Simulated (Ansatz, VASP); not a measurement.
**Al3GaSb4: VASP beside Ansatz**

```
Al Ga Sb
1.0
     6.22270    0.00000    0.00000
     0.00000    6.22270    0.00000
     0.00000    0.00000    6.22270
Al Ga Sb
3 1 4
Cartesian
  3.1114 3.1114 0.0000
  3.1114 0.0000 3.1114
  0.0000 3.1114 3.1114
  0.0000 0.0000 0.0000
  4.6665 4.6665 1.5562
  4.6665 1.5562 4.6665
  1.5562 4.6665 4.6665
  1.5562 1.5562 1.5562
```

Alike in both runs: functional PBE; k mesh 6 × 6 × 6; occupations gaussian, width 0.02 eV; no spin polarisation.

Ansatz relaxed the structure, and its values are those at the end. VASP's run is a single point on that final structure, the one shown.

|  | VASP | Ansatz |
| --- | --- | --- |
| version | VASP 6.6.1 | Ansatz 0.2.0 |
| potentials or method | VASP PAW PBE potentials, release 64 (Al, Ga_d, Sb), cutoff 520 eV | scalar-relativistic, plane waves, PAW |
| valence electrons in the cell | 42 | 82 |

Ansatz gave:

- gap on the k mesh at the Fermi level (eV): 0.41
- least direct gap on the mesh (eV): 0.62
- pressure (GPa): 0.0
- rms of the force components (eV/Å): 0.000

Problem. What did VASP give for the same quantities?

Solution. gap on the k mesh at the Fermi level (eV): 0.40; least direct gap on the mesh (eV): 0.62; pressure (GPa): 0.2; rms of the force components (eV/Å): 0.004.

VASP's potentials hold 42 valence electrons a cell and Ansatz's 82, so a difference there can come from the potentials and not from the codes.

Neither program's run includes spin-orbit coupling.
